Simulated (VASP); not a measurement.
# WSe2 in VASP: single point with PBE

Aim: the single point of WSe2 with PBE.

Program: VASP 6.6.1. These are calculated values, not measurements. Logs are shortened: lines on timing, memory, paths and dates and some standing lists are left out, and cuts for length are marked.

**1. The cell of the first run**

The cell holds a slab with vacuum, 3 atoms: a = 3.318 Å, b = 3.318 Å, c = 16.658 Å, α = 90.00°, β = 90.00°, γ = 120.00°.

**2. Single point, PBE**

Contents of INCAR:

```
SYSTEM = WSe2
PREC = Accurate
ENCUT = 520
EDIFF = 1E-6
ISMEAR = 0
SIGMA = 0.05
LREAL = .FALSE.
LASPH = .TRUE.
NELM = 60
ALGO = Normal
ISIF = 2
LWAVE = .FALSE.
LCHARG = .TRUE.
GGA = PE
LELF = .TRUE.
LVHAR = .TRUE.
NBANDS = 20
```

Contents of KPOINTS:

```
Automatic mesh
0
G
  12 12 2
  0 0 0
```

Contents of POSCAR:

```
WSe2
1.0
    3.3179375931      0.0000000000      0.0000000000
   -1.6589687966      2.8734182438      0.0000000000
    0.0000000000      0.0000000000     16.6581424200
W Se
1 2
Direct
    0.0000000000      0.0000000000      0.0000000000
    0.3333333300      0.6666666700      0.0997865200
    0.3333333300      0.6666666700      0.9002134800
```

Potentials or basis: VASP PAW PBE potentials, release 64 (W_sv, Se).

The run is started by

```sh
$ cat potpaw_PBE.64/W_sv/POTCAR potpaw_PBE.64/Se/POTCAR > POTCAR
$ mpirun -np 1 vasp_std > vasp.out
```

OUTCAR:

```text
SYSTEM = WSe2
   PREC = Accurate
   ENCUT = 520
   EDIFF = 1E-6
   ISMEAR = 0
   LREAL = .FALSE.
   LASPH = .TRUE.
   NELM = 60
   ISIF = 2
   GGA = PE

 ion  position               nearest neighbor table
   1  0.000  0.000  0.000-   2 2.54   3 2.54   2 2.54   3 2.54   2 2.54   3 2.54
   2  0.333  0.667  0.100-   1 2.54   1 2.54   1 2.54
   3  0.333  0.667  0.900-   1 2.54   1 2.54   1 2.54

  LATTYP: Found a hexagonal cell.
 ALAT       =     3.3179375931
 C/A-ratio  =     5.0206316281

  Lattice vectors:

 A1 = (   3.3179375931,   0.0000000000,   0.0000000000)
 A2 = (  -1.6589687966,   2.8734182438,   0.0000000000)
 A3 = (   0.0000000000,   0.0000000000,  16.6581424200)

Analysis of symmetry for initial positions (statically):
=====================================================================
 Subroutine PRICEL returns:
 Original cell was already a primitive cell.

 Routine SETGRP: Setting up the symmetry group for a
 hexagonal supercell.

 Subroutine GETGRP returns: Found 12 space group operations
 (whereof 12 operations were pure point group operations)
 out of a pool of 24 trial point group operations.

The static configuration has the point symmetry D_3h.

Analysis of symmetry for dynamics (positions and initial velocities):
=====================================================================
 Subroutine PRICEL returns:
 Original cell was already a primitive cell.

 Routine SETGRP: Setting up the symmetry group for a
 hexagonal supercell.

 Subroutine GETGRP returns: Found 12 space group operations
 (whereof 12 operations were pure point group operations)
 out of a pool of 24 trial point group operations.

The dynamic configuration has the point symmetry D_3h.

 Subroutine INISYM returns: Found 12 space group operations
 (whereof 12 operations are pure point group operations),
 and found     1 'primitive' translations

----------------------------------------------------------------------------------------

                                     Primitive cell

  volume of cell :     158.8158

  direct lattice vectors                    reciprocal lattice vectors
     3.317937593  0.000000000  0.000000000     0.301392046  0.174008779  0.000000000
    -1.658968797  2.873418244  0.000000000     0.000000000  0.348017558  0.000000000
     0.000000000  0.000000000 16.658142420     0.000000000  0.000000000  0.060030703

  length of vectors
     3.317937593  3.317937593 16.658142420     0.348017558  0.348017558  0.060030703

  position of ions in fractional coordinates (direct lattice)
     0.000000000  0.000000000  0.000000000
     0.333333330  0.666666670  0.099786520
     0.333333330  0.666666670  0.900213480

  ion indices of the primitive-cell ions
   primitive index   ion index
                 1           1
                 2           2
                 3           3

----------------------------------------------------------------------------------------

 KPOINTS: Automatic mesh

Automatic generation of k-mesh.
 Grid dimensions read from file:
 generate k-points for:   12   12    2

 Generating k-lattice:

  Cartesian coordinates                     Fractional coordinates (reciprocal lattice)
     0.025116004  0.014500732  0.000000000     0.083333333  0.000000000  0.000000000
     0.000000000  0.029001463  0.000000000     0.000000000  0.083333333  0.000000000
     0.000000000  0.000000000  0.030015351     0.000000000  0.000000000  0.500000000

  Length of vectors
     0.029001463  0.029001463  0.030015351

  Shift w.r.t. Gamma in fractional coordinates (k-lattice)
     0.000000000  0.000000000  0.000000000

 Subroutine IBZKPT returns following result:
 ===========================================

 Found     38 irreducible k-points:

 Following reciprocal coordinates:
            Coordinates               Weight
  0.000000  0.000000  0.000000      1.000000
  0.083333  0.000000  0.000000      6.000000
  0.166667  0.000000  0.000000      6.000000
  0.250000  0.000000  0.000000      6.000000
  0.333333  0.000000  0.000000      6.000000
  0.416667  0.000000  0.000000      6.000000
[... 16 lines left out ...]
  0.250000  0.000000  0.500000      6.000000
  0.333333  0.000000  0.500000      6.000000
 [... further k-points ...]
   k-points           NKPTS =     38   k-points in BZ     NKDIM =     38   number of bands    NBANDS=     20
   number of dos      NEDOS =    301   number of ions     NIONS =      3
   total plane-waves  NPLWV =  98784
   dimension x,y,z NGX =    28 NGY =   28 NGZ =  126
   dimension x,y,z NGXF=    56 NGYF=   56 NGZF=  252
   ions per type =               1   2
   NGX,Y,Z   is equivalent  to a cutoff of  14.03, 14.03, 12.57 a.u.
   NGXF,Y,Z  is equivalent  to a cutoff of  28.06, 28.06, 25.15 a.u.
 SYSTEM =  WSe2
   PREC   = accura    normal or accurate (medium, high low for compatibility)
   ISTART =      0    job   : 0-new  1-cont  2-samecut
   ICHARG =      2    charge: 1-file 2-atom 10-const
   ISPIN  =      1    spin polarized calculation?
   LNONCOLLINEAR =      F non collinear calculations
   LSORBIT =      F    spin-orbit coupling
   LASPH  =      T    aspherical Exc in radial PAW
   ENCUT  =  520.0 eV  38.22 Ry    6.18 a.u.   6.17  6.17 30.97*2*pi/ulx,y,z
   NELM   =     60;   NELMIN=  2; NELMDL= -5     # of ELM steps
   EDIFF  = 0.1E-05   stopping-criterion for ELM
   LREAL  =      F    real-space projection
   EDIFFG = 0.1E-04   stopping-criterion for IOM
   NSW    =      0    number of steps for IOM
   IBRION =     -1    ionic relax: 0-MD 1-quasi-New 2-CG
   NFREE  =      0    steps in history (QN), initial steepest desc. (CG)
   ISIF   =      2    stress and relaxation
   ISYM   =      2    0-nonsym 1-usesym 2-fastsym
   POTIM  = 0.5000    time-step for ionic-motion
   TEBEG  =    0.0;   TEEND  =   0.0 temperature during run
   PSTRESS=    0.0 pullay stress
   NELECT =      26.0000    total number of electrons
   NUPDOWN=      -1.0000    fix difference up-down
   EMIN   =  10.00;   EMAX   =-10.00  energy-range for DOS
   EFERMI =   0.00;   METHOD = LEGACY
   ISMEAR =     0;   SIGMA  =   0.05  broadening in eV -4-tet -1-fermi 0-gaus
   EFERMI_NEDOS =   21; number of points for ismear=-14 and -15
   IALGO  =     38    algorithm
   IMIX   =      4    mixing-type and parameters
     AMIX     =   0.40;   BMIX     =  1.00
     AMIX_MAG =   1.60;   BMIX_MAG =  1.00
  volume/ion in A,a.u.               =      52.94       357.25
  Fermi-wavevector in a.u.,A,eV,Ry     =   0.895574  1.692389 10.912587  0.802053
  Thomas-Fermi vector in A             =   2.017923
   LORBIT       =      0    0 simple, 1 ext, 2 COOP (PROOUT), +10 PAW based schemes
   GGA     = PE    functional components
   LHFCALC =     F    Hartree Fock is set to
   AEXX    =    0.0000 exact exchange contribution
   IVDW    =     0    specifies the selected vdW correction
   LEPSILON=     F    determine dielectric tensor
   LRPA    =     F    only Hartree local field effects (RPA)
 non-spin polarized calculation
 Gauss-broadening in eV      SIGMA  =   0.05
  energy-cutoff  :      520.00
  volume of cell :      158.82
 maximum number of plane-waves:      4302
 NGX is ok and might be reduce to    28
   NGX = 13   NGY = 13   NGZ = 61

 number of electron      25.9999999 magnetization

 Free energy of the ion-electron system (eV)
  ---------------------------------------------------
  ext. energy  EPLUGINS =         0.00000000
  ---------------------------------------------------
  free energy    TOTEN  =       -21.61673180 eV

  energy without entropy =      -21.61673180  energy(sigma->0) =      -21.61673180

 E-fermi :  -0.4751     XC(G=0):  -4.7746

 val. band max:       -0.8813929467   @ k =   0.3333   0.3333   0.0000
 cond. band min:       0.6405915755   @ k =   0.3333   0.3333   0.5000
 fundamental gap:      1.5219845222
 Fermi energy:        -0.4750960170

 k-point     1 :       0.0000    0.0000    0.0000
  band No.  band energies     occupation
      1     -74.9314      2.00000
      2     -39.1579      2.00000
      3     -39.0590      2.00000
      4     -39.0590      2.00000
      5     -15.6223      2.00000
      6     -14.3321      2.00000
[... 12 lines left out ...]
     19       4.0380      0.00000
     20       4.2852      0.00000

 k-point     2 :       0.0833    0.0000    0.0000
  band No.  band energies     occupation
      1     -74.9308      2.00000
      2     -39.1552      2.00000
      3     -39.0735      2.00000
      4     -39.0624      2.00000
      5     -15.5207      2.00000
      6     -14.2826      2.00000
[... 12 lines left out ...]
     19       4.1773      0.00000
     20       4.6431      0.00000

 k-point     3 :       0.1667    0.0000    0.0000
  band No.  band energies     occupation
      1     -74.9291      2.00000
      2     -39.1476      2.00000
      3     -39.1127      2.00000
      4     -39.0716      2.00000
      5     -15.2300      2.00000
      6     -14.1413      2.00000
[... 12 lines left out ...]
     19       4.5608      0.00000
     20       5.3352      0.00000

 k-point     4 :       0.2500    0.0000    0.0000
  band No.  band energies     occupation
      1     -74.9269      2.00000
      2     -39.1658      2.00000
      3     -39.1374      2.00000
      4     -39.0842      2.00000
      5     -14.7937      2.00000
      6     -13.9315      2.00000
[... 12 lines left out ...]
     19       5.1406      0.00000
     20       5.8065      0.00000

 k-point     5 :       0.3333    0.0000    0.0000
  band No.  band energies     occupation
      1     -74.9246      2.00000
      2     -39.2184      2.00000
      3     -39.1271      2.00000
      4     -39.0968      2.00000
      5     -14.2948      2.00000
      6     -13.6978      2.00000
[... 12 lines left out ...]
     19       5.6097      0.00000
     20       5.7900      0.00000
[... 353 lines left out ...]
      6     -14.2826      2.00000
[... 12 lines left out ...]
     19       3.9031      0.00000
     20       4.9633      0.00000

 k-point    22 :       0.1667    0.0000    0.5000
  band No.  band energies     occupation
      1     -74.9291      2.00000
      2     -39.1476      2.00000
      3     -39.1127      2.00000
      4     -39.0716      2.00000
      5     -15.2300      2.00000
      6     -14.1413      2.00000
[... 12 lines left out ...]
     19       4.2935      0.00000
     20       5.8761      0.00000

 k-point    23 :       0.2500    0.0000    0.5000
  band No.  band energies     occupation
      1     -74.9269      2.00000
      2     -39.1658      2.00000
      3     -39.1374      2.00000
      4     -39.0842      2.00000
      5     -14.7937      2.00000
      6     -13.9315      2.00000
[... 12 lines left out ...]
     19       4.8923      0.00000
     20       6.1944      0.00000

 k-point    24 :       0.3333    0.0000    0.5000
  band No.  band energies     occupation
      1     -74.9246      2.00000
      2     -39.2184      2.00000
      3     -39.1271      2.00000
      4     -39.0968      2.00000
      5     -14.2948      2.00000
      6     -13.6978      2.00000
[... 12 lines left out ...]
     19       5.6328      0.00000
     20       5.6946      0.00000

 [... further k-points ...]
[... 5 lines left out ...]
  --------------------------------------------------------------------------------------
  -------------------------------------------------------------------------------------
  Total        0.5195968      0.5195968      1.1151733     -0.0000000      0.0000000     -0.0000000
  in kB        5.2418357      5.2418357     11.2501762     -0.0000000      0.0000000     -0.0000000
  external PRESSURE =       7.2446158 kB  Pullay stress =       0.0000000 kB

 VOLUME and BASIS-vectors are now :
 -----------------------------------------------------------------------------
  energy-cutoff  :      520.00
  volume of cell :      158.82
      direct lattice vectors                 reciprocal lattice vectors
     3.317937593  0.000000000  0.000000000     0.301392046  0.174008779  0.000000000
    -1.658968797  2.873418244  0.000000000     0.000000000  0.348017558  0.000000000
     0.000000000  0.000000000 16.658142420     0.000000000  0.000000000  0.060030703

 POSITION                                       TOTAL-FORCE (eV/Angst)
 -----------------------------------------------------------------------------------
      0.00000      0.00000      0.00000        -0.000000      0.000000      0.000000
     -0.00000      1.91561      1.66226         0.000000     -0.000000      0.339149
     -0.00000      1.91561     14.99588        -0.000000     -0.000000     -0.339149
 -----------------------------------------------------------------------------------
    total drift:                                0.000011     -0.000006     -0.000000

  FREE ENERGIE OF THE ION-ELECTRON SYSTEM (eV)
  ---------------------------------------------------
  free  energy   TOTEN  =       -21.6167318032 eV

  energy  without entropy=      -21.6167318032  energy(sigma->0) =      -21.61673180
```

It took 2.8 min on 1 thread of Intel Xeon Platinum 8488C (Sapphire Rapids), shared host; peak memory 0.36 GiB.

What came out:

| Item | Value |
| --- | --- |
| Free energy | -21.6167 eV |
| Largest force | 0.339 eV/Å |
| Band gap on the k mesh | 1.52 eV, direct |

Forces on the atoms (eV/Å):
```
W    0.000  0.000  0.000
Se   0.000  0.000  0.339
Se   0.000  0.000 -0.339
```

Caveat: spin-orbit coupling is left out, which moves the levels of the heavy elements.
